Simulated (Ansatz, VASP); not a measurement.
## Two plane-wave programs on KF

INCAR

```
SYSTEM = KF
ALGO     = Normal         ! electronic algorithm
EDIFF    = 1E-6           ! SCF threshold, eV
ENCUT    = 520            ! plane-wave cutoff, eV
GGA      = PE             ! functional
ISIF     = 2              ! what is computed and relaxed
ISMEAR   = 0              ! smearing method
LASPH    = .True.         ! aspherical terms in the spheres
LCHARG   = .False.        ! write CHGCAR
LREAL    = .False.        ! projectors in reciprocal space
LWAVE    = .False.        ! write WAVECAR
NBANDS   = 15             ! bands
NELM     = 80             ! most SCF steps
PREC     = Accurate       ! precision mode
SIGMA    = 0.05           ! smearing width, eV
```

The input KPOINTS:

```
k-points
0
Gamma
  8 8 8
  0 0 0
```

POSCAR

```
KF
1.0
   -0.1164453933      2.6962452668      2.6962452668
    2.6962452668     -0.1164453933      2.6962452668
    2.6962452668      2.6962452668     -0.1164453933
K F
1 1
Direct
    0.0000000000      0.0000000000      0.0000000000
    0.5000000000      0.5000000000      0.5000000000
```

Input for Ansatz:

```yaml
crystal:
  lattice:
    - [-0.1164453933, 2.6962452668, 2.6962452668]
    - [2.6962452668, -0.1164453933, 2.6962452668]
    - [2.6962452668, 2.6962452668, -0.1164453933]
  atoms:
    - { symbol: K, position: [0.0, 0.0, 0.0] }
    - { symbol: F, position: [0.5, 0.5, 0.5] }
basis:
  ecutwfc: 520.0
kpoints:
  mp_grid: { grid: [8, 8, 8] }
hamiltonian:
  xc: pbe
scf:
  occupations: { method: gaussian, width: 0.05 }
output:
  forces: true
  stress: true
  eigenvalues: true
  write_density: true
  write_potential: true
  elf: true
  volumetric_format: npy
```

Alike in both runs: task single point; functional PBE; k mesh 8 × 8 × 8; occupations gaussian, width 0.05 eV; no spin polarisation.

|  | VASP | Ansatz |
| --- | --- | --- |
| version | VASP 6.6.1 | Ansatz 0.2.0 |
| potentials or method | VASP PAW PBE potentials, release 64 (K_sv, F), cutoff 520 eV | scalar-relativistic, plane waves, PAW |
| valence electrons in the cell | 16 | 16 |

|  | VASP | Ansatz | Ansatz less VASP |
| --- | --- | --- | --- |
| gap on the k mesh at the Fermi level (eV) | 5.66 | 5.67 | +0.014 |
| least direct gap on the mesh (eV) | 5.66 | 5.67 | +0.014 |
| pressure (GPa) | -1.3 | -1.3 | +0.02 |
| traceless stress, the component that is largest in VASP (GPa) | 0.52 | 0.52 | +0.006 |

The functional is the same, so the differences come from potentials, cutoffs and numerics.
